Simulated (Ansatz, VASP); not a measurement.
# Two plane-wave programs on MoS2

```
CELL_PARAMETERS angstrom
1.60636 0.92743 6.19547
-1.60636 0.92743 6.19547
0.00000 -1.85487 6.19547
ATOMIC_POSITIONS crystal
Mo 0.00000 0.00000 0.00000
S 0.25000 0.25000 0.25000
S 0.75000 0.75000 0.75000
```

Alike in both runs: task single point; functional PBEsol; k mesh 10 × 10 × 10; occupations fermi-dirac, width 0.05 eV; no spin polarisation.

|  | VASP | Ansatz |
| --- | --- | --- |
| version | VASP 6.6.1 | Ansatz 0.2.0 |
| potentials or method | VASP PAW PBE potentials, release 64 (Mo_sv, S) | Ansatz PAW |
| plane-wave cutoff (eV) | 520 | 420 |
| valence electrons in the cell | 26 | 26 |

|  | VASP | Ansatz | Ansatz less VASP |
| --- | --- | --- | --- |
| gap on the k mesh at the Fermi level (eV) | none | none | - |
| pressure (GPa) | -2.8 | -2.8 | 0.00 |
| traceless stress, the component that is largest in VASP (GPa) | 2.82 | 2.80 | -0.019 |
| rms of the force components (eV/Å) | 0.046 | 0.043 | -0.0026 |

VASP's potentials were made for PBE, not for PBEsol. Atom by atom the forces differ by 0.003 eV/Å (rms over components). A gap of «none» marks a metal or a gap that the smearing closes.
